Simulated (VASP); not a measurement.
# Ti (I4/mmm) in VASP: further runs

Runs on Ti. Level: PBEsol. Tasks: single point.

Everything below comes from runs of VASP 6.6.1. Logs are shortened: lines on timing, memory, paths and dates and some standing lists are left out, and cuts for length are marked.

## Step 1: The cell of the first run

The structure is tetragonal, space group I4/mmm (No. 139). The conventional cell has a = 2.914 Å, b = 2.914 Å, c = 4.060 Å, α = 90.00°, β = 90.00°, γ = 90.00°. Within 3.8 Å of Ti (site symmetry 4/mmm) lie 12 Ti at 2.89 to 2.91 Å.

## Step 2: Single point, PBEsol (strain +0.015 along x and y, +0.000 along z)

The input, INCAR:

```
PREC     = Accurate       # precision mode
ENCUT    = 520            # plane-wave cutoff, eV
EDIFF    = 1E-6           # SCF threshold, eV
ISMEAR   = 0              # smearing method
SIGMA    = 0.15           # smearing width, eV
LREAL    = F              # projectors in reciprocal space
LASPH    = T              # aspherical terms in the spheres
NELM     = 80             # most SCF steps
ALGO     = Normal         # electronic algorithm
ISIF     = 2              # what is computed and relaxed
LWAVE    = F              # write WAVECAR
LCHARG   = F              # write CHGCAR
GGA      = PS             # functional
NBANDS   = 12             # bands
```

The input, KPOINTS:

```
Automatic mesh
0
Gamma
  10 10 10
```

The input, POSCAR:

```
Ti
1.0
    0.0000000000      2.0604500000      2.0300000000
    2.0604500000      0.0000000000      2.0300000000
    2.0604500000      2.0604500000      0.0000000000
Ti
1
Direct
    0.0000000000      0.0000000000      0.0000000000
```

Potentials or basis: VASP PAW PBE potentials, release 64 (Ti_sv).

Started as:

```
$ cat potpaw_PBE.64/Ti_sv/POTCAR > POTCAR
$ mpirun -np 1 vasp_std > vasp.out
```

OUTCAR:

```text
PREC = Accurate
   ENCUT = 520
   EDIFF = 1E-6
   ISMEAR = 0
   LREAL = F
   LASPH = T
   NELM = 80
   ISIF = 2
   GGA = PS

 ion  position               nearest neighbor table
   1  0.000  0.000  0.000-

  LATTYP: Found a body centered tetragonal cell.
 ALAT       =     2.9139163346
 C/A-ratio  =     1.3933138546

  Lattice vectors:

 A1 = (   0.0000000000,  -2.0604500000,  -2.0300000000)
 A2 = (   0.0000000000,   2.0604500000,  -2.0300000000)
 A3 = (   2.0604500000,   0.0000000000,   2.0300000000)

Analysis of symmetry for initial positions (statically):
=====================================================================
 Subroutine PRICEL returns:
 Original cell was already a primitive cell.

 Routine SETGRP: Setting up the symmetry group for a
 body centered tetragonal supercell.

 Subroutine GETGRP returns: Found 16 space group operations
 (whereof 16 operations were pure point group operations)
 out of a pool of 16 trial point group operations.

The static configuration has the point symmetry D_4h.

Analysis of symmetry for dynamics (positions and initial velocities):
=====================================================================
 Subroutine PRICEL returns:
 Original cell was already a primitive cell.

 Routine SETGRP: Setting up the symmetry group for a
 body centered tetragonal supercell.

 Subroutine GETGRP returns: Found 16 space group operations
 (whereof 16 operations were pure point group operations)
 out of a pool of 16 trial point group operations.

The dynamic configuration has the point symmetry D_4h.

 Subroutine INISYM returns: Found 16 space group operations
 (whereof 16 operations are pure point group operations),
 and found     1 'primitive' translations

----------------------------------------------------------------------------------------

                                     Primitive cell

  volume of cell :      17.2365

  direct lattice vectors                    reciprocal lattice vectors
     0.000000000  2.060450000  2.030000000    -0.242665437  0.242665437  0.246305419
     2.060450000  0.000000000  2.030000000     0.242665437 -0.242665437  0.246305419
     2.060450000  2.060450000  0.000000000     0.242665437  0.242665437 -0.246305419

  length of vectors
     2.892465074  2.892465074  2.913916335     0.422420866  0.422420866  0.422420866

  position of ions in fractional coordinates (direct lattice)
     0.000000000  0.000000000  0.000000000

  ion indices of the primitive-cell ions
   primitive index   ion index
                 1           1

----------------------------------------------------------------------------------------

 KPOINTS: Automatic mesh

Automatic generation of k-mesh.
 Grid dimensions read from file:
 generate k-points for:   10   10   10

 Generating k-lattice:

  Cartesian coordinates                     Fractional coordinates (reciprocal lattice)
    -0.024266544  0.024266544  0.024630542     0.100000000  0.000000000  0.000000000
     0.024266544 -0.024266544  0.024630542     0.000000000  0.100000000  0.000000000
     0.024266544  0.024266544 -0.024630542     0.000000000  0.000000000  0.100000000

  Length of vectors
     0.042242087  0.042242087  0.042242087

  Shift w.r.t. Gamma in fractional coordinates (k-lattice)
     0.000000000  0.000000000  0.000000000

 Subroutine IBZKPT returns following result:
 ===========================================

 Found    102 irreducible k-points:

 Following reciprocal coordinates:
            Coordinates               Weight
  0.000000  0.000000  0.000000      1.000000
  0.100000 -0.000000  0.000000      8.000000
  0.200000 -0.000000  0.000000      8.000000
  0.300000  0.000000  0.000000      8.000000
  0.400000 -0.000000  0.000000      8.000000
  0.500000 -0.000000  0.000000      4.000000
[... 16 lines left out ...]
  0.300000  0.300000  0.000000      2.000000
  0.400000  0.300000  0.000000      8.000000
 [... further k-points ...]
   k-points           NKPTS =    102   k-points in BZ     NKDIM =    102   number of bands    NBANDS=     12
   number of dos      NEDOS =    301   number of ions     NIONS =      1
   total plane-waves  NPLWV =  13824
   dimension x,y,z NGX =    24 NGY =   24 NGZ =   24
   dimension x,y,z NGXF=    48 NGYF=   48 NGZF=   48
   ions per type =               1
   NGX,Y,Z   is equivalent  to a cutoff of  13.79, 13.79, 13.69 a.u.
   NGXF,Y,Z  is equivalent  to a cutoff of  27.59, 27.59, 27.39 a.u.
 SYSTEM =  unknown system
   PREC   = accura    normal or accurate (medium, high low for compatibility)
   ISTART =      0    job   : 0-new  1-cont  2-samecut
   ICHARG =      2    charge: 1-file 2-atom 10-const
   ISPIN  =      1    spin polarized calculation?
   LNONCOLLINEAR =      F non collinear calculations
   LSORBIT =      F    spin-orbit coupling
   LASPH  =      T    aspherical Exc in radial PAW
   ENCUT  =  520.0 eV  38.22 Ry    6.18 a.u.   5.38  5.38  5.42*2*pi/ulx,y,z
   NELM   =     80;   NELMIN=  2; NELMDL= -5     # of ELM steps
   EDIFF  = 0.1E-05   stopping-criterion for ELM
   LREAL  =      F    real-space projection
   EDIFFG = 0.1E-04   stopping-criterion for IOM
   NSW    =      0    number of steps for IOM
   IBRION =     -1    ionic relax: 0-MD 1-quasi-New 2-CG
   NFREE  =      0    steps in history (QN), initial steepest desc. (CG)
   ISIF   =      2    stress and relaxation
   ISYM   =      2    0-nonsym 1-usesym 2-fastsym
   POTIM  = 0.5000    time-step for ionic-motion
   TEBEG  =    0.0;   TEEND  =   0.0 temperature during run
   PSTRESS=    0.0 pullay stress
   NELECT =      12.0000    total number of electrons
   NUPDOWN=      -1.0000    fix difference up-down
   EMIN   =  10.00;   EMAX   =-10.00  energy-range for DOS
   EFERMI =   0.00;   METHOD = LEGACY
   ISMEAR =     0;   SIGMA  =   0.15  broadening in eV -4-tet -1-fermi 0-gaus
   EFERMI_NEDOS =   21; number of points for ismear=-14 and -15
   IALGO  =     38    algorithm
   IMIX   =      4    mixing-type and parameters
     AMIX     =   0.40;   BMIX     =  1.00
     AMIX_MAG =   1.60;   BMIX_MAG =  1.00
  volume/ion in A,a.u.               =      17.24       116.32
  Fermi-wavevector in a.u.,A,eV,Ry     =   1.450948  2.741894 28.643667  2.105250
  Thomas-Fermi vector in A             =   2.568501
   LORBIT       =      0    0 simple, 1 ext, 2 COOP (PROOUT), +10 PAW based schemes
   GGA     = PS    functional components
   LHFCALC =     F    Hartree Fock is set to
   AEXX    =    0.0000 exact exchange contribution
   IVDW    =     0    specifies the selected vdW correction
   LEPSILON=     F    determine dielectric tensor
   LRPA    =     F    only Hartree local field effects (RPA)
 non-spin polarized calculation
 Gauss-broadening in eV      SIGMA  =   0.15
  energy-cutoff  :      520.00
  volume of cell :       17.24
 maximum number of plane-waves:       487
 NGX is ok and might be reduce to    24
   NGX = 11   NGY = 11   NGZ = 11

 number of electron      12.0000002 magnetization

 Free energy of the ion-electron system (eV)
  ---------------------------------------------------
  ext. energy  EPLUGINS =         0.00000000
  ---------------------------------------------------
  free energy    TOTEN  =        -8.28483525 eV

  energy without entropy =       -8.26549960  energy(sigma->0) =       -8.27516743

 E-fermi :   8.1788     XC(G=0): -11.6716

 val. band max:        8.1634257988   @ k =   0.3000   0.0000   0.0000
 cond. band min:       8.1800379943   @ k =  -0.2000   0.0000   0.1000
 fundamental gap:      0.0166121955
 Fermi energy:         8.1788003545

 k-point     1 :       0.0000    0.0000    0.0000
  band No.  band energies     occupation
      1     -48.2837      2.00000
      2     -24.2293      2.00000
      3     -24.2293      2.00000
      4     -24.2270      2.00000
      5       2.0586      2.00000
      6       9.0227      0.00000
      7       9.0227      0.00000
      8       9.1401      0.00000
      9      10.6323      0.00000
     10      10.7676      0.00000
     11      23.4905      0.00000
     12      27.8349      0.00000

 k-point     2 :       0.1000   -0.0000    0.0000
  band No.  band energies     occupation
      1     -48.2716      2.00000
      2     -24.2973      2.00000
      3     -24.2386      2.00000
      4     -24.2357      2.00000
      5       2.3818      2.00000
      6       8.8617      0.00000
      7       9.1327      0.00000
      8       9.2191      0.00000
      9      10.5710      0.00000
     10      10.6943      0.00000
     11      23.7075      0.00000
     12      25.9510      0.00000

 k-point     3 :       0.2000   -0.0000    0.0000
  band No.  band energies     occupation
      1     -48.2397      2.00000
      2     -24.4747      2.00000
      3     -24.2628      2.00000
      4     -24.2564      2.00000
      5       3.2743      2.00000
      6       8.4441      0.01237
      7       9.2840      0.00000
      8       9.3858      0.00000
      9      10.5930      0.00000
     10      10.6667      0.00000
     11      22.5438      0.00000
     12      24.4787      0.00000
[... 286 lines left out ...]
 k-point    23 :       0.3000    0.3000    0.0000
  band No.  band energies     occupation
      1     -48.1693      2.00000
      2     -24.6662      2.00000
      3     -24.3969      2.00000
      4     -24.3969      2.00000
      5       5.0524      2.00000
      6       7.2193      2.00000
      7       9.3394      0.00000
      8      10.6532      0.00000
      9      10.6532      0.00000
     10      11.3588      0.00000
     11      22.8234      0.00000
     12      22.8234      0.00000

 k-point    24 :       0.4000    0.3000    0.0000
  band No.  band energies     occupation
      1     -48.1435      2.00000
      2     -24.7575      2.00000
      3     -24.4450      2.00000
      4     -24.4256      2.00000
      5       5.6167      2.00000
      6       6.9637      2.00000
      7       9.2385      0.00000
      8      10.7849      0.00000
      9      11.6228      0.00000
     10      11.7322      0.00000
     11      20.4117      0.00000
     12      21.9050      0.00000

 [... further k-points ...]
[... 5 lines left out ...]
  --------------------------------------------------------------------------------------
  -------------------------------------------------------------------------------------
  Total       -0.4303499     -0.4303499     -0.3624232      0.0000000     -0.0000000     -0.0000000
  in kB      -40.0020379    -40.0020379    -33.6880878      0.0000000     -0.0000000     -0.0000000
  external PRESSURE =     -37.8973879 kB  Pullay stress =       0.0000000 kB

 VOLUME and BASIS-vectors are now :
 -----------------------------------------------------------------------------
  energy-cutoff  :      520.00
  volume of cell :       17.24
      direct lattice vectors                 reciprocal lattice vectors
     0.000000000  2.060450000  2.030000000    -0.242665437  0.242665437  0.246305419
     2.060450000  0.000000000  2.030000000     0.242665437 -0.242665437  0.246305419
     2.060450000  2.060450000  0.000000000     0.242665437  0.242665437 -0.246305419

 POSITION                                       TOTAL-FORCE (eV/Angst)
 -----------------------------------------------------------------------------------
      0.00000      0.00000      0.00000         0.000000     -0.000000      0.000000
 -----------------------------------------------------------------------------------
    total drift:                               -0.000000     -0.000000     -0.000000

  FREE ENERGIE OF THE ION-ELECTRON SYSTEM (eV)
  ---------------------------------------------------
  free  energy   TOTEN  =        -8.2848352488 eV

  energy  without entropy=       -8.2654996015  energy(sigma->0) =       -8.27516743
```

Run time: 41 s. Hardware: 1 thread of Intel Xeon 6975P-C, shared host; peak memory 0.15 GiB.

What came out:

```yaml
Free_energy: -8.2848 eV
Pressure: -3.8 GPa
Band_gap_on_the_k_mesh: zero (band 6 reaches 9.02 eV, above the bottom of band 7 at 7.90 eV)
```

Stress tensor (GPa, compression positive):
```
-4.00  0.00  0.00
 0.00 -4.00  0.00
 0.00  0.00 -3.37
```

Caveat: the cell differs from its parent crystal (strain +0.015 along x and y, +0.000 along z); the PAW data sets were made with another functional, which shifts forces and pressure a little.

## Step 3: Single point, PBEsol (strain +0.015 along x and y, +0.030 along z)

The input, INCAR:

```
SYSTEM = Ti
PREC = Accurate ; ENCUT = 520
EDIFF = 1E-7 ; ISMEAR = 0
SIGMA = 0.15 ; LREAL = .False.
LASPH = .True. ; NELM = 60
ALGO = Normal ; ISIF = 2
LWAVE = .False. ; LCHARG = .True.
GGA = PS ; LELF = .True.
LVHAR = .True. ; NBANDS = 12
```

The input, KPOINTS:

```
regular mesh
0
Gamma
  10 10 10
  0 0 0
```

The input, POSCAR:

```
Ti
1.0
    0.0000000000      2.0604500000      2.0909000000
    2.0604500000      0.0000000000      2.0909000000
    2.0604500000      2.0604500000      0.0000000000
Ti
1
Direct
    0.0000000000      0.0000000000      0.0000000000
```

Potentials or basis: VASP PAW PBE potentials, release 64 (Ti_sv).

Started as:

```
$ cat potpaw_PBE.64/Ti_sv/POTCAR > POTCAR
$ mpirun -np 1 vasp_std > vasp.out
```

It took 48 s on 1 thread of Intel Xeon 6975P-C, shared host; peak memory 0.15 GiB.

Results (log left out):

```yaml
Free_energy: -8.2682 eV
Pressure: -6.6 GPa
Band_gap_on_the_k_mesh: zero (band 6 reaches 8.65 eV, above the bottom of band 7 at 7.60 eV)
```

Stress tensor (GPa, compression positive):
```
-6.40  0.00  0.00
 0.00 -6.40  0.00
 0.00  0.00 -6.97
```

Levels at points of the mesh, in eV from the Fermi level:
| k point | band 4 | band 5 | band 6 | band 7 | band 8 | band 9 |
| --- | --- | --- | --- | --- | --- | --- |
| (0.00, 0.00, 0.00) | -32.49 | -6.05 | 0.79 | 0.90 | 0.90 | 2.37 |
| (0.50, 0.00, 0.00) | -32.57 | -2.55 | 0.59 | 0.68 | 0.81 | 3.47 |
| (0.50, 0.50, 0.00) | -32.70 | -2.52 | -1.63 | 2.57 | 3.48 | 3.76 |
| (0.50, 0.00, 0.50) | -32.71 | -2.51 | -1.66 | 2.83 | 3.47 | 3.73 |

Caveat: the cell differs from its parent crystal (strain +0.015 along x and y, +0.030 along z); the PAW data sets were made with another functional, which shifts forces and pressure a little.

## Step 4: Single point, PBEsol (strain +0.030 along x and y, +0.015 along z)

The input, INCAR:

```
SYSTEM = Ti
ALGO = Normal ; EDIFF = 1E-7
ENCUT = 520 ; GGA = PS
ISIF = 2 ; ISMEAR = 0
LASPH = .TRUE. ; LCHARG = .FALSE.
LREAL = .FALSE. ; LWAVE = .FALSE.
NBANDS = 12 ; NELM = 80
PREC = Accurate ; SIGMA = 0.15
```

The input, KPOINTS:

```
k-points
0
G
  10 10 10
  0 0 0
```

The input, POSCAR:

```
Ti
1.0
    0.0000000000      2.0909000000      2.0604500000
    2.0909000000      0.0000000000      2.0604500000
    2.0909000000      2.0909000000      0.0000000000
Ti
1
Direct
    0.0000000000      0.0000000000      0.0000000000
```

Started as:

```
$ cat potpaw_PBE.64/Ti_sv/POTCAR > POTCAR
$ mpirun -np 1 vasp_std > vasp.out
```

Run time: 38 s. Hardware: 1 thread of Intel Xeon 6975P-C, shared host; peak memory 0.15 GiB.

It converged, with:

| Item | Value |
| --- | --- |
| Free energy | -8.2565 eV |
| Pressure | -7.9 GPa |
| Band gap on the k mesh | zero (band 6 reaches 8.53 eV, above the bottom of band 7 at 7.44 eV) |

Stress tensor (GPa, compression positive):
```
-8.05  0.00  0.00
 0.00 -8.05  0.00
 0.00  0.00 -7.48
```

Levels at points of the mesh, in eV from the Fermi level:
```
           k point  band 2  band 3  band 4  band 5  band 6  band 7  band 8  band 9  band 10  band 11
(0.00, 0.00, 0.00)  -32.54  -32.54  -32.53   -6.01    0.82    0.82    0.93    2.33     2.46    15.07
(0.50, 0.00, 0.00)  -33.13  -32.62  -32.61   -2.51    0.56    0.68    0.80    3.40     3.45     7.80
(0.50, 0.50, 0.00)  -33.09  -32.76  -32.76   -2.45   -1.63    2.86    3.41    3.70     3.70    10.30
(0.50, 0.00, 0.50)  -33.09  -32.75  -32.73   -2.46   -1.60    2.59    3.41    3.65     3.74    10.04
```

Caveat: the cell differs from its parent crystal (strain +0.030 along x and y, +0.015 along z); the PAW data sets were made with another functional, which shifts forces and pressure a little.

## Step 5: Overview

```tsv
cell	gap on the mesh (eV)	pressure (GPa)
a = 2.892, b = 2.892, c = 2.914 Å, angles 59.8, 59.8, 60.5°, 1 atom	none	-3.8
a = 2.936, b = 2.936, c = 2.914 Å, angles 60.2, 60.2, 59.5°, 1 atom	none	-6.6
a = 2.936, b = 2.936, c = 2.957 Å, angles 59.8, 59.8, 60.5°, 1 atom	none	-7.9
```

Alike in all rows: task single point; level PBEsol; potentials or basis VASP PAW PBE potentials, release 64 (Ti_sv); no spin polarisation; k mesh 10 × 10 × 10; cutoff (eV) 520; smearing gaussian 0.15 eV.

Caveats: the PAW data sets were made with another functional, which shifts forces and pressure a little.

Absolute energies hang on the potentials; compare differences alone.
